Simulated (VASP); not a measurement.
A run of VASP 6.6.1 is set up as follows.

The input INCAR:

```
SYSTEM = TaN
PREC = Accurate
ENCUT = 600
EDIFF = 1E-7
ISMEAR = 0
SIGMA = 0.1
LREAL = .FALSE.
LASPH = .TRUE.
NELM = 80
ALGO = Normal
ISIF = 3
LWAVE = .FALSE.
LCHARG = .FALSE.
GGA = CA
IBRION = 2
NSW = 70
EDIFFG = -0.005
```

The input KPOINTS:

```
regular mesh
0
G
  16 16 16
  0 0 0
```

Contents of POSCAR:

```
TaN
1.0
    0.0000000000      2.2086347780      2.2086347780
    2.2086347780      0.0000000000      2.2086347780
    2.2086347780      2.2086347780      0.0000000000
Ta N
1 1
Direct
    0.5000000000      0.5000000000      0.5000000000
    0.0000000000      0.0000000000      0.0000000000
```

Potentials or basis: VASP PAW LDA potentials, release 64 (Ta_pv, N).

Run with:

```bash
$ cat potpaw_LDA.64/Ta_pv/POTCAR potpaw_LDA.64/N/POTCAR > POTCAR
$ mpirun -np 1 vasp_std > vasp.out
```

**Question.** Estimate the relaxed cell.

**Answer.** a = 3.080 Å, b = 3.080 Å, c = 3.080 Å, α = 60.00°, β = 60.00°, γ = 60.00°.

**Question.** What does it give for the relaxed volume?

**Answer.** 10.33 Å³/atom.

**Question.** What does it give for the space group after relaxing (to 0.1 Å)?

**Answer.** Fm-3m (No. 225).

The path:
| step | energy change (eV) | largest force (eV/Å) | pressure (GPa) | volume (Å³) |
| --- | --- | --- | --- | --- |
| 1 | 0.0000 | 0.0000 | -14.30 | 21.55 |
| 2 | 0.2249 | 0.0000 | 47.15 | 18.69 |
| 3 | -0.0409 | 0.0000 | -0.59 | 20.70 |
| 4 | -0.0409 | 0.0000 | -0.08 | 20.67 |
| 5 | -0.0409 | 0.0000 | 0.22 | 20.65 |
| 6 | -0.0409 | 0.0000 | -0.42 | 20.69 |
| 7 | -0.0409 | 0.0000 | -0.03 | 20.66 |

 LDA usually gives volumes a few per cent too small.
